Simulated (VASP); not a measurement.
Wanted: the native input for a VASP 6.6.1 run.

| Item | Value |
| --- | --- |
| Task | single point |
| Functional | PBEsol |
| Potentials or basis | VASP PAW PBE potentials, release 64 (Sn_d) |
| Cutoff | 500 eV |
| k mesh | 8 × 8 × 8 |
| Occupations | gaussian, width 0.1 eV |
| Spin | no spin polarisation |
| Dipole correction | no |
| Further INCAR settings | ALGO = Normal; EDIFF = 1e-06; NBANDS = 13 |

The structure of Sn lies in POSCAR:

```
Sn
1.0
   -1.4942699956      1.4942699956      1.4942699956
    1.4942699956     -1.4942699956      1.4942699956
    1.4942699956      1.4942699956     -1.4942699956
Sn
1
Direct
    0.0000000000      0.0000000000      0.0000000000
```

One way to write it, as run:

INCAR

```
SYSTEM = Sn
PREC = Accurate
ENCUT = 500
EDIFF = 1E-6
ISMEAR = 0
SIGMA = 0.1
LREAL = .False.
LASPH = .True.
NELM = 120
ALGO = Normal
ISIF = 2
LWAVE = .False.
LCHARG = .False.
GGA = PS
NBANDS = 13
GGA_COMPAT = .False.
```

KPOINTS

```
Automatic mesh
0
Gamma
  8 8 8
  0 0 0
```

Potentials or basis: VASP PAW PBE potentials, release 64 (Sn_d).

Run with:

```console
$ cat potpaw_PBE.64/Sn_d/POTCAR > POTCAR
$ mpirun -np 1 vasp_std > vasp.out
```

Results of the run:

- Pressure: 190.4 GPa
- Band gap on the k mesh: zero (band 7 reaches 32.63 eV, above the bottom of band 8 at 15.66 eV)

Caveat: the k points lie up to 0.37 Å⁻¹ apart; the PAW data sets were made with another functional, which shifts forces and pressure a little; spin-orbit coupling is left out, which moves the levels of the heavy elements.

It took 5.5 s on 1 thread of Intel Xeon 8259CL, with other jobs on the host, peak memory 0.12 GiB.
